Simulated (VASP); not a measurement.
# ScAl2N3 (P6/mmm) in VASP: a series of runs, part 3 of 3

VASP 6.6.1. Earlier steps stand in the parts before.

**4. Relaxation of cell and atoms, PBE**

File INCAR:

```
SYSTEM = ScAl2N3
PREC = Accurate ; ENCUT = 600
EDIFF = 1E-6 ; ISMEAR = 0
SIGMA = 0.1 ; LREAL = .False.
LASPH = .True. ; NELM = 100
ALGO = Normal ; ISIF = 3
LWAVE = .False. ; LCHARG = .False.
GGA = PE ; IBRION = 2
NSW = 90 ; EDIFFG = -0.04
```

File KPOINTS:

```
Automatic mesh
0
Gamma
  3 3 6
  0 0 0
```

File POSCAR:

```
ScAl2N3
1.0
    7.3743812711      0.0000000000      0.0000000000
   -3.6871906355      6.3864015179      0.0000000000
    0.0000000000      0.0000000000      3.5256420530
Sc Al N
1 2 3
Direct
    0.0000000000      0.0000000000      0.0000000000
    0.3333333333      0.6666666667      0.0000000000
    0.6666666667      0.3333333333      0.0000000000
    0.3333333333      0.6666666667      0.5000000000
    0.6666666667      0.3333333333      0.5000000000
    0.0000000000      0.0000000000      0.5000000000
```

Potentials or basis: VASP PAW PBE potentials, release 64 (Sc_sv, Al, N).

Run with:

```console
$ cat potpaw_PBE.64/Sc_sv/POTCAR potpaw_PBE.64/Al/POTCAR potpaw_PBE.64/N/POTCAR > POTCAR
$ mpirun -np 1 vasp_std > vasp.out
```

OUTCAR:

```text
SYSTEM = ScAl2N3
   PREC = Accurate
   ENCUT = 600
   EDIFF = 1E-6
   ISMEAR = 0
   LREAL = .False.
   LASPH = .True.
   NELM = 100
   ISIF = 3
   GGA = PE
   IBRION = 2
   NSW = 90
   EDIFFG = -0.04

 ion  position               nearest neighbor table
   1  0.000  0.000  0.000-   6 1.76   6 1.76
   2  0.333  0.667  0.000-   4 1.76   4 1.76
   3  0.667  0.333  0.000-   5 1.76   5 1.76
   4  0.333  0.667  0.500-   2 1.76   2 1.76
   5  0.667  0.333  0.500-   3 1.76   3 1.76
   6  0.000  0.000  0.500-   1 1.76   1 1.76

  LATTYP: Found a hexagonal cell.
 ALAT       =     7.3743812711
 C/A-ratio  =     0.4780932696

  Lattice vectors:

 A1 = (   7.3743812711,   0.0000000000,   0.0000000000)
 A2 = (  -3.6871906355,   6.3864015179,   0.0000000000)
 A3 = (   0.0000000000,   0.0000000000,   3.5256420530)

Analysis of symmetry for initial positions (statically):
=====================================================================
 Subroutine PRICEL returns:
 Original cell was already a primitive cell.

 Routine SETGRP: Setting up the symmetry group for a
 hexagonal supercell.

 Subroutine GETGRP returns: Found 24 space group operations
 (whereof 24 operations were pure point group operations)
 out of a pool of 24 trial point group operations.

The static configuration has the point symmetry D_6h.

Analysis of symmetry for dynamics (positions and initial velocities):
=====================================================================
 Subroutine PRICEL returns:
 Original cell was already a primitive cell.

 Routine SETGRP: Setting up the symmetry group for a
 hexagonal supercell.

 Subroutine GETGRP returns: Found 24 space group operations
 (whereof 24 operations were pure point group operations)
 out of a pool of 24 trial point group operations.

The dynamic configuration has the point symmetry D_6h.

 Subroutine INISYM returns: Found 24 space group operations
 (whereof 24 operations are pure point group operations),
 and found     1 'primitive' translations
[... 98 lines left out ...]
   POTIM  = 0.5000    time-step for ionic-motion
   TEBEG  =    0.0;   TEEND  =   0.0 temperature during run
   PSTRESS=    0.0 pullay stress
   NELECT =      32.0000    total number of electrons
   NUPDOWN=      -1.0000    fix difference up-down
   EMIN   =  10.00;   EMAX   =-10.00  energy-range for DOS
   EFERMI =   0.00;   METHOD = LEGACY
   ISMEAR =     0;   SIGMA  =   0.10  broadening in eV -4-tet -1-fermi 0-gaus
   EFERMI_NEDOS =   21; number of points for ismear=-14 and -15
   IALGO  =     38    algorithm
   IMIX   =      4    mixing-type and parameters
     AMIX     =   0.40;   BMIX     =  1.00
     AMIX_MAG =   1.60;   BMIX_MAG =  1.00
  volume/ion in A,a.u.               =      27.67       186.75
  Fermi-wavevector in a.u.,A,eV,Ry     =   0.945623  1.786969 12.166375  0.894203
  Thomas-Fermi vector in A             =   2.073543
   LORBIT       =      0    0 simple, 1 ext, 2 COOP (PROOUT), +10 PAW based schemes
   GGA     = PE    functional components
   LHFCALC =     F    Hartree Fock is set to
   AEXX    =    0.0000 exact exchange contribution
   IVDW    =     0    specifies the selected vdW correction
   LEPSILON=     F    determine dielectric tensor
   LRPA    =     F    only Hartree local field effects (RPA)
 conjugate gradient relaxation of ions
 non-spin polarized calculation
 Gauss-broadening in eV      SIGMA  =   0.10
  energy-cutoff  :      600.00
  volume of cell :      166.04
 maximum number of plane-waves:      5568
 NGX is ok and might be reduce to    60
   NGX = 29   NGY = 29   NGZ = 15

--------------------------------------- Ionic step        1  -------------------------------------------

 number of electron      32.0000009 magnetization

 Free energy of the ion-electron system (eV)
  ---------------------------------------------------
  ext. energy  EPLUGINS =         0.00000000
  ---------------------------------------------------
  free energy    TOTEN  =       -35.18445568 eV

  energy without entropy =      -35.18337930  energy(sigma->0) =      -35.18391749

------------------------ aborting loop because EDIFF is reached ----------------------------------------

  FORCE on cell =-STRESS in cart. coord.  units (eV):
  Direction    XX          YY          ZZ          XY          YZ          ZX
  --------------------------------------------------------------------------------------
  -------------------------------------------------------------------------------------
  Total        0.2256294      0.2256294      0.9932279      0.0000000      0.0000000      0.0000000
  in kB        2.1771396      2.1771396      9.5838379      0.0000000      0.0000000      0.0000000
  external PRESSURE =       4.6460390 kB  Pullay stress =       0.0000000 kB
[... 307 lines left out ...]
--------------------------------------- Ionic step        9  -------------------------------------------

 number of electron      31.9999999 magnetization

 Free energy of the ion-electron system (eV)
  ---------------------------------------------------
  ext. energy  EPLUGINS =         0.00000000
  ---------------------------------------------------
  free energy    TOTEN  =       -35.19376916 eV

  energy without entropy =      -35.19319741  energy(sigma->0) =      -35.19348328

 E-fermi :   0.3620     XC(G=0):  -6.5661

 val. band max:        0.2169932429   @ k =   0.0000   0.0000   0.1667
 cond. band min:       0.5384971877   @ k =   0.3333   0.3333   0.0000
 fundamental gap:      0.3215039448
 Fermi energy:         0.3620075507

 k-point     1 :       0.0000    0.0000    0.0000
  band No.  band energies     occupation
      1     -48.8354      2.00000
      2     -27.6956      2.00000
      3     -27.6956      2.00000
      4     -27.6204      2.00000
      5     -13.5641      2.00000
      6     -13.5081      2.00000
[... 298 lines left out ...]
  FREE ENERGIE OF THE ION-ELECTRON SYSTEM (eV)
  ---------------------------------------------------
  free  energy   TOTEN  =       -35.1937691627 eV

  energy  without entropy=      -35.1931974071  energy(sigma->0) =      -35.19348328

 reached required accuracy - stopping structural energy minimisation
```

OSZICAR:

```text
N       E                     dE             d eps       ncg     rms          rms(c)
DAV:   1     0.326911998156E+03    0.32691E+03   -0.13752E+04   488   0.151E+03
DAV:   2     0.169568963563E+02   -0.30996E+03   -0.30305E+03   600   0.418E+02
DAV:   3    -0.464401491998E+02   -0.63397E+02   -0.60485E+02   808   0.149E+02
[... 88 lines left out ...]
DAV:   3    -0.351938371611E+02    0.24334E-03   -0.12193E-03   744   0.343E-01    0.873E-02
DAV:   4    -0.351937858154E+02    0.51346E-04   -0.99720E-05   684   0.789E-02    0.489E-02
DAV:   5    -0.351937719035E+02    0.13912E-04   -0.39784E-05   708   0.506E-02    0.168E-02
DAV:   6    -0.351937692599E+02    0.26436E-05   -0.10402E-05   704   0.247E-02    0.341E-03
DAV:   7    -0.351937691627E+02    0.97174E-07   -0.23428E-06   372   0.100E-02
   9 F= -.35193769E+02 E0= -.35193483E+02  d E =-.614213E-03
```

CONTCAR:

```text
ScAl2N3
   1.00000000000000
     7.7123398706070398    0.0000000000026570   -0.0000000000000000
    -3.8561699352489267    6.6790822504902483   -0.0000000000000000
    -0.0000000000000000   -0.0000000000000000    3.5336470902095427
  Sc              Al              N
     1     2     3
Direct
     0.0000000000000000    0.0000000000000000    0.0000000000000000
     0.3333333332999970    0.6666666667000030    0.0000000000000000
     0.6666666667000030    0.3333333332999970    0.0000000000000000
     0.3333333332999970    0.6666666667000030    0.5000000000000000
     0.6666666667000030    0.3333333332999970    0.5000000000000000
     0.0000000000000000    0.0000000000000000    0.5000000000000000

  0.00000000E+00  0.00000000E+00  0.00000000E+00
  0.00000000E+00  0.00000000E+00  0.00000000E+00
  0.00000000E+00  0.00000000E+00  0.00000000E+00
  0.00000000E+00  0.00000000E+00  0.00000000E+00
  0.00000000E+00  0.00000000E+00  0.00000000E+00
  0.00000000E+00  0.00000000E+00  0.00000000E+00
```

Run time: 9.4 min. Hardware: 1 thread of Intel Xeon 8259CL, shared host; peak memory 0.35 GiB.

Results:

* Free energy: -35.1938 eV
* Relaxed volume: 30.34 Å³/atom
* Relaxed cell: a = 7.712 Å, b = 7.712 Å, c = 3.534 Å, α = 90.00°, β = 90.00°, γ = 120.00°
* Space group after relaxing (to 0.1 Å): P6/mmm (No. 191)
* Energy gained by relaxing: 1.6 meV/atom
* Ionic steps: 9
* Pressure after relaxing: 0.0 GPa
* Band gap on the k mesh: zero (bands 16 and 17 overlap by 0.32 eV)

The path:
| step | energy change (eV) | largest force (eV/Å) | pressure (GPa) | volume (Å³) |
| --- | --- | --- | --- | --- |
| 1 | 0.0000 | 0.0000 | 0.46 | 166.04 |
| 2 | 0.0064 | 0.0000 | -0.74 | 167.98 |
| 3 | -0.0013 | 0.0000 | 0.12 | 166.60 |
| 4 | -0.0022 | 0.0000 | 0.11 | 167.25 |
| 5 | -0.0045 | 0.0000 | 0.04 | 169.21 |
| 6 | -0.0077 | 0.0000 | -0.08 | 173.17 |
| 7 | -0.0087 | 0.0000 | -0.28 | 181.24 |
| 8 | -0.0092 | 0.0000 | -0.14 | 181.66 |
| 9 | -0.0093 | 0.0000 | -0.03 | 182.02 |

Final structure:
```xyz
6
Lattice="7.7123 0.0000 0.0000 -3.8562 6.6791 0.0000 0.0000 0.0000 3.5336" Properties=species:S:1:pos:R:3 pbc="T T T"
Sc    0.0000    0.0000    0.0000
Al    0.0000    4.4527    0.0000
Al    3.8562    2.2264    0.0000
N     0.0000    4.4527    1.7668
N     3.8562    2.2264    1.7668
N     0.0000    0.0000    1.7668
```

Levels at points of the mesh, in eV from the Fermi level:
```tsv
k point	band 14	band 15	band 16	band 17	band 18	band 19
(0.00, 0.00, 0.00)	-1.41	-1.41	-1.16	1.22	1.38	1.75
(0.00, 0.00, 0.50)	-1.63	-1.36	-1.36	1.24	1.38	1.38
```

**5. Summary**

| task | cell | k mesh | cutoff (eV) | gap on the mesh (eV) | pressure (GPa) |
| --- | --- | --- | --- | --- | --- |
| single point | a = 7.374, b = 7.374, c = 3.526 Å, angles 90.0, 90.0, 120.0°, 6 atoms | 6 × 6 × 4 | 520 | none | 0.2 |
| single point | a = 7.453, b = 7.453, c = 3.523 Å, angles 90.0, 90.0, 120.0°, 6 atoms | 6 × 6 × 10 | 520 | none | 0.1 |
| relaxation of cell and atoms | relaxed from a = 7.374, b = 7.374, c = 3.526 Å, angles 90.0, 90.0, 120.0°, 6 atoms | 3 × 3 × 6 | 600 | none | 0.0 |

Alike in all rows: level PBE; potentials or basis VASP PAW PBE potentials, release 64 (Sc_sv, Al, N); no spin polarisation; smearing gaussian 0.1 eV.

Caveats: some runs use coarse meshes.

Total energies depend on the potentials used, so only differences within one code and one set of settings carry meaning.
